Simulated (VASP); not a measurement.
# Ag in VASP: a series of runs

Aim: see how the results for Ag move with the level of theory and the settings. Levels: r2SCAN, PBE. Tasks: single point.

Everything below comes from runs of VASP 6.6.1. Logs are shortened: lines on timing, memory, paths and dates and some standing lists are left out, and cuts for length are marked.

### 1 The cell of the first run

The structure is hexagonal, space group P6_3/mmc (No. 194). Conventional cell: a = 2.936 Å, b = 2.936 Å, c = 9.273 Å, α = 90.00°, β = 90.00°, γ = 120.00°. Within 3.8 Å of Ag (site symmetry -6m2) lie 12 Ag at 2.87 to 2.94 Å. Within 3.8 Å of Ag (site symmetry -3m) lie 12 Ag at 2.87 to 2.94 Å.

### 2 Single point, r2SCAN (functional r2SCAN, strained)

POSCAR

```
Ag
1.0
    2.9361301497      0.0000000000      0.0000000000
   -1.4680650749      2.5427632986      0.0000000000
    0.0000000000      0.0000000000      9.2730000000
Ag
4
Direct
    0.3333333333      0.6666666667      0.2500000000
    0.6666666667      0.3333333333      0.7500000000
    0.0000000000      0.0000000000      0.0000000000
    0.0000000000      0.0000000000      0.5000000000
```

INCAR.step1

```
SYSTEM = Ag
PREC = Accurate ; ENCUT = 520
ISMEAR = 0 ; SIGMA = 0.1
LREAL = .False. ; LASPH = .True.
NELM = 100 ; NBANDS = 30
GGA = PE ; ALGO = Normal
EDIFF = 1E-4 ; LWAVE = .True.
LCHARG = .False.
```

INCAR.step2

```
SYSTEM = Ag
PREC = Accurate ; ENCUT = 520
EDIFF = 1E-6 ; ISMEAR = 0
SIGMA = 0.1 ; LREAL = .False.
LASPH = .True. ; NELM = 100
ALGO = Normal ; ISIF = 2
LWAVE = .False. ; LCHARG = .False.
METAGGA = R2SCAN ; LMIXTAU = .True.
NBANDS = 30 ; ISTART = 1
```

KPOINTS

```
regular mesh
0
Gamma
  18 18 4
  0 0 0
```

Potentials or basis: VASP PAW PBE potentials, release 64 (Ag).

Command:

```
$ cat potpaw_PBE.64/Ag/POTCAR > POTCAR
$ cp INCAR.step1 INCAR
$ mpirun -np 1 vasp_std > vasp.out
$ cp INCAR.step2 INCAR
$ mpirun -np 1 vasp_std > vasp.out
```

OUTCAR:

```text
SYSTEM = Ag
   PREC = Accurate
   ENCUT = 520
   EDIFF = 1E-6
   ISMEAR = 0
   LREAL = .False.
   LASPH = .True.
   NELM = 100
   ISIF = 2
   METAGGA = R2SCAN
   ISTART = 1

 ion  position               nearest neighbor table
   1  0.333  0.667  0.250-   3 2.87   4 2.87   3 2.87   4 2.87   3 2.87   4 2.87
   2  0.667  0.333  0.750-   3 2.87   4 2.87   3 2.87   4 2.87   3 2.87   4 2.87
   3  0.000  0.000  0.000-   1 2.87   2 2.87   2 2.87   1 2.87   2 2.87   1 2.87
   4  0.000  0.000  0.500-   1 2.87   2 2.87   2 2.87   1 2.87   2 2.87   1 2.87

  LATTYP: Found a hexagonal cell.
 ALAT       =     2.9361301497
 C/A-ratio  =     3.1582387453

  Lattice vectors:

 A1 = (   2.9361301497,   0.0000000000,   0.0000000000)
 A2 = (  -1.4680650749,   2.5427632986,   0.0000000000)
 A3 = (   0.0000000000,   0.0000000000,   9.2730000000)

Analysis of symmetry for initial positions (statically):
=====================================================================
 Subroutine PRICEL returns:
 Original cell was already a primitive cell.

 Routine SETGRP: Setting up the symmetry group for a
 hexagonal supercell.

 Subroutine GETGRP returns: Found 24 space group operations
 (whereof 12 operations were pure point group operations)
 out of a pool of 24 trial point group operations.

The static configuration has the point symmetry D_3d.
 The point group associated with its full space group is D_6h.

Analysis of symmetry for dynamics (positions and initial velocities):
=====================================================================
 Subroutine PRICEL returns:
 Original cell was already a primitive cell.

 Routine SETGRP: Setting up the symmetry group for a
 hexagonal supercell.

 Subroutine GETGRP returns: Found 24 space group operations
 (whereof 12 operations were pure point group operations)
 out of a pool of 24 trial point group operations.

The dynamic configuration has the point symmetry D_3d.
 The point group associated with its full space group is D_6h.

 Subroutine INISYM returns: Found 24 space group operations
 (whereof 12 operations are pure point group operations),
 and found     1 'primitive' translations

----------------------------------------------------------------------------------------

                                     Primitive cell

  volume of cell :      69.2311

[... 85 lines left out ...]
   ICHARG =      0    charge: 1-file 2-atom 10-const
   ISPIN  =      1    spin polarized calculation?
   LNONCOLLINEAR =      F non collinear calculations
   LSORBIT =      F    spin-orbit coupling
   LASPH  =      T    aspherical Exc in radial PAW
   ENCUT  =  520.0 eV  38.22 Ry    6.18 a.u.   5.46  5.46 17.24*2*pi/ulx,y,z
   NELM   =    100;   NELMIN=  2; NELMDL=  0     # of ELM steps
   EDIFF  = 0.1E-05   stopping-criterion for ELM
   LREAL  =      F    real-space projection
   EDIFFG = 0.1E-04   stopping-criterion for IOM
   NSW    =      0    number of steps for IOM
   IBRION =     -1    ionic relax: 0-MD 1-quasi-New 2-CG
   NFREE  =      0    steps in history (QN), initial steepest desc. (CG)
   ISIF   =      2    stress and relaxation
   ISYM   =      2    0-nonsym 1-usesym 2-fastsym
   POTIM  = 0.5000    time-step for ionic-motion
   TEBEG  =    0.0;   TEEND  =   0.0 temperature during run
   PSTRESS=    0.0 pullay stress
   NELECT =      44.0000    total number of electrons
   NUPDOWN=      -1.0000    fix difference up-down
   EMIN   =  10.00;   EMAX   =-10.00  energy-range for DOS
   EFERMI =   0.00;   METHOD = LEGACY
   ISMEAR =     0;   SIGMA  =   0.10  broadening in eV -4-tet -1-fermi 0-gaus
   EFERMI_NEDOS =   21; number of points for ismear=-14 and -15
   IALGO  =     38    algorithm
   IMIX   =      4    mixing-type and parameters
     AMIX     =   0.40;   BMIX     =  1.00
     AMIX_MAG =   1.60;   BMIX_MAG =  1.00
  volume/ion in A,a.u.               =      17.31       116.80
  Fermi-wavevector in a.u.,A,eV,Ry     =   1.407533  2.659852 26.955167  1.981149
  Thomas-Fermi vector in A             =   2.529782
   LORBIT       =      0    0 simple, 1 ext, 2 COOP (PROOUT), +10 PAW based schemes
   METAGGA = R2SCAN    functional components
   LHFCALC =     F    Hartree Fock is set to
   AEXX    =    0.0000 exact exchange contribution
   IVDW    =     0    specifies the selected vdW correction
   LEPSILON=     F    determine dielectric tensor
   LRPA    =     F    only Hartree local field effects (RPA)
 non-spin polarized calculation
 Gauss-broadening in eV      SIGMA  =   0.10
  energy-cutoff  :      520.00
  volume of cell :       69.23
 maximum number of plane-waves:      1919
 NGX is ok and might be reduce to    24
   NGX = 11   NGY = 11   NGZ = 35

 number of electron      44.0000017 magnetization

 Free energy of the ion-electron system (eV)
  ---------------------------------------------------
  ext. energy  EPLUGINS =         0.00000000
  ---------------------------------------------------
  free energy    TOTEN  =       -85.40831903 eV

  energy without entropy =      -85.40395944  energy(sigma->0) =      -85.40613923

 E-fermi :   8.2818     XC(G=0): -12.8634

 val. band max:        8.2810835588   @ k =   0.3889   0.0556   0.0000
 cond. band min:       8.2950581907   @ k =   0.3889   0.0556   0.0000
 fundamental gap:      0.0139746319
 Fermi energy:         8.2817836099

 k-point     1 :       0.0000    0.0000    0.0000
  band No.  band energies     occupation
      1       0.3801      2.00000
      2       1.6067      2.00000
      3       1.7907      2.00000
      4       1.7910      2.00000
      5       3.0699      2.00000
      6       3.0699      2.00000
[... 781 lines left out ...]
     29      17.2392      0.00000
     30      18.6649      0.00000

 [... further k-points ...]
[... 5 lines left out ...]
  --------------------------------------------------------------------------------------
  -------------------------------------------------------------------------------------
  Total       -0.3863751     -0.3863751      1.0041858      0.0000000     -0.0000000      0.0000000
  in kB       -8.9416604     -8.9416604     23.2393067      0.0000000     -0.0000000      0.0000000
  external PRESSURE =       1.7853286 kB  Pullay stress =       0.0000000 kB

 VOLUME and BASIS-vectors are now :
 -----------------------------------------------------------------------------
  energy-cutoff  :      520.00
  volume of cell :       69.23
      direct lattice vectors                 reciprocal lattice vectors
     2.936130150  0.000000000  0.000000000     0.340584357  0.196636470  0.000000000
    -1.468065075  2.542763299  0.000000000     0.000000000  0.393272941  0.000000000
     0.000000000  0.000000000  9.273000000     0.000000000  0.000000000  0.107839965

 POSITION                                       TOTAL-FORCE (eV/Angst)
 -----------------------------------------------------------------------------------
     -0.00000      1.69518      2.31825        -0.000000      0.000000     -0.000000
      1.46807      0.84759      6.95475         0.000000     -0.000000     -0.000000
      0.00000      0.00000      0.00000         0.000000      0.000000      0.000000
      0.00000      0.00000      4.63650         0.000000      0.000000      0.000000
 -----------------------------------------------------------------------------------
    total drift:                               -0.000000      0.000000      0.000000

  FREE ENERGIE OF THE ION-ELECTRON SYSTEM (eV)
  ---------------------------------------------------
  free  energy   TOTEN  =       -85.4083190314 eV

  energy  without entropy=      -85.4039594372  energy(sigma->0) =      -85.40613923
```

OSZICAR.step1:

```text
N       E                     dE             d eps       ncg     rms          rms(c)
DAV:   1     0.298607986109E+03    0.29861E+03   -0.22813E+04  6676   0.145E+03
DAV:   2    -0.513491039565E+01   -0.30374E+03   -0.28798E+03  6954   0.335E+02
DAV:   3    -0.117990204594E+02   -0.66641E+01   -0.66285E+01  7654   0.564E+01
DAV:   4    -0.118293330835E+02   -0.30313E-01   -0.30308E-01  7218   0.370E+00
DAV:   5    -0.118296358719E+02   -0.30279E-03   -0.30279E-03  7584   0.397E-01    0.101E+01
DAV:   6    -0.108708606110E+02    0.95878E+00   -0.28847E+00  7062   0.140E+01    0.656E+00
DAV:   7    -0.108398406469E+02    0.31020E-01   -0.43204E-02  7410   0.140E+00    0.359E+00
DAV:   8    -0.108296394370E+02    0.10201E-01   -0.27059E-03  7248   0.336E-01    0.167E-01
DAV:   9    -0.108296533008E+02   -0.13864E-04   -0.41344E-05  4758   0.535E-02
   1 F= -.10829653E+02 E0= -.10827564E+02  d E =-.417820E-02
```

It took 4.3 min on 1 thread of Intel Xeon 6975P-C (Granite Rapids), shared host; peak memory 0.3 GiB.

What came out:

| Item | Value |
| --- | --- |
| Free energy | -85.4083 eV |
| Pressure | 0.2 GPa |
| Band gap on the k mesh | zero (band 22 reaches 11.58 eV, above the bottom of band 23 at 4.88 eV) |

Stress tensor (GPa, compression positive):
```
-0.89  0.00  0.00
 0.00 -0.89  0.00
 0.00  0.00  2.32
```

Caveat: the cell differs from its parent crystal (functional r2SCAN, strained); the PAW data sets were made with another functional, which shifts forces and pressure a little.

### 3 Single point, PBE (strained)

INCAR

```
SYSTEM = Ag
PREC = Accurate ; ENCUT = 520
EDIFF = 1E-6 ; ISMEAR = 0
SIGMA = 0.1 ; LREAL = .FALSE.
LASPH = .TRUE. ; NELM = 100
ALGO = Normal ; ISIF = 2
LWAVE = .FALSE. ; LCHARG = .FALSE.
GGA = PE ; NBANDS = 30
```

KPOINTS

```
regular mesh
0
G
  18 18 4
  0 0 0
```

POSCAR

```
Ag
1.0
    2.9173698568      0.0000000000      0.0000000000
   -1.4586849284      2.5265164083      0.0000000000
    0.0000000000      0.0000000000      9.5080000000
Ag
4
Direct
    0.3333333333      0.6666666667      0.2500000000
    0.6666666667      0.3333333333      0.7500000000
    0.0000000000      0.0000000000      0.0000000000
    0.0000000000      0.0000000000      0.5000000000
```

Potentials or basis: VASP PAW PBE potentials, release 64 (Ag).

Command:

```
$ cat potpaw_PBE.64/Ag/POTCAR > POTCAR
$ mpirun -np 1 vasp_std > vasp.out
```

It took 62 s on 1 thread of Intel Xeon 6975P-C (Granite Rapids), shared host; peak memory 0.3 GiB.

It converged, with:

| Quantity | Value |
| --- | --- |
| Free energy | -10.8573 eV |
| Pressure | 1.7 GPa |
| Band gap on the k mesh | zero (band 22 reaches 11.44 eV, above the bottom of band 23 at 5.00 eV) |

Stress tensor (GPa, compression positive):
```
1.69 0.00 0.00
0.00 1.69 0.00
0.00 0.00 1.61
```

Levels at points of the mesh, in eV from the Fermi level:
| k point | band 18 | band 19 | band 20 | band 21 | band 22 | band 23 | band 24 | band 25 | band 26 | band 27 |
| --- | --- | --- | --- | --- | --- | --- | --- | --- | --- | --- |
| (0.00, 0.00, 0.00) | -3.64 | -3.64 | -3.43 | -3.43 | -3.05 | -3.05 | -0.34 | 3.45 | 10.94 | 10.97 |
| (0.50, 0.00, 0.00) | -2.87 | -2.87 | -2.84 | -0.17 | 0.74 | 0.95 | 1.49 | 4.13 | 4.21 | 7.26 |
| (0.00, 0.00, 0.50) | -3.80 | -3.20 | -3.20 | -3.20 | -3.20 | -2.41 | -2.41 | 6.33 | 6.33 | 15.21 |
| (0.50, 0.00, 0.50) | -2.98 | -2.88 | -2.88 | 0.23 | 0.23 | 1.34 | 1.34 | 4.60 | 4.60 | 6.22 |

Caveat: the cell differs from its parent crystal (strained).

### 4 Single point, PBE (one atom moved)

INCAR

```
PREC = Accurate ; ENCUT = 520
EDIFF = 1E-6 ; ISMEAR = 0
SIGMA = 0.1 ; LREAL = False
LASPH = True ; NELM = 100
ALGO = Normal ; ISIF = 2
LWAVE = False ; LCHARG = True
GGA = PE ; LELF = True
LVHAR = True ; NBANDS = 30
```

KPOINTS

```
regular mesh
0
Gamma
  15 15 4
```

POSCAR

```
Ag
1.0
    2.8861989086      0.0000000000      0.0000000000
   -1.4430994543      2.4995215753      0.0000000000
    0.0000000000      0.0000000000     10.0000000000
Ag
4
Direct
    0.3333333333      0.6666666667      0.2500000000
    0.6666666667      0.3333333333      0.7545000000
    0.0000000000      0.0000000000      0.0000000000
    0.0000000000      0.0000000000      0.5000000000
```

Command:

```
$ cat potpaw_PBE.64/Ag/POTCAR > POTCAR
$ mpirun -np 1 vasp_std > vasp.out
```

Wall time 63 s (1 thread of Intel Xeon 6975P-C (Granite Rapids), shared host); peak memory 0.3 GiB.

Results (log left out):

| Quantity | Value |
| --- | --- |
| Free energy | -10.8338 eV |
| Pressure | -0.6 GPa |
| Largest force | 0.170 eV/Å |
| Band gap on the k mesh | zero (band 22 reaches 11.37 eV, above the bottom of band 23 at 4.60 eV) |

Forces on the atoms (eV/Å):
```
Ag   0.000  0.000  0.005
Ag   0.000  0.000 -0.170
Ag   0.000  0.000  0.091
Ag   0.000  0.000  0.075
```

Stress tensor (GPa, compression positive):
```
 0.76  0.00  0.00
 0.00  0.76  0.00
 0.00  0.00 -3.46
```

Levels at points of the mesh, in eV from the Fermi level:
| k point | band 20 | band 21 | band 22 | band 23 | band 24 | band 25 |
| --- | --- | --- | --- | --- | --- | --- |
| (0.00, 0.00, 0.00) | -3.51 | -3.51 | -3.20 | -3.20 | -0.79 | 2.38 |
| (0.00, 0.00, 0.50) | -3.32 | -3.31 | -3.31 | -2.74 | -2.72 | 4.99 |

Caveat: the cell differs from its parent crystal (one atom moved).

### 5 Summary

```csv
level,cell,k mesh,gap on the mesh (eV),pressure (GPa)
r2SCAN,"a = 2.936, b = 2.936, c = 9.273 Å, angles 90.0, 90.0, 120.0°, 4 atoms",18 × 18 × 4,none,0.2
PBE,"a = 2.917, b = 2.917, c = 9.508 Å, angles 90.0, 90.0, 120.0°, 4 atoms",18 × 18 × 4,none,1.7
PBE,"a = 2.886, b = 2.886, c = 10.000 Å, angles 90.0, 90.0, 120.0°, 4 atoms",15 × 15 × 4,none,-0.6
```

Alike in all rows: task single point; potentials or basis VASP PAW PBE potentials, release 64 (Ag); no spin polarisation; cutoff (eV) 520; smearing gaussian 0.1 eV.

Caveats: the PAW data sets were made with another functional, which shifts forces and pressure a little (some runs).

Total energies depend on the potentials used, so only differences within one code and one set of settings carry meaning.
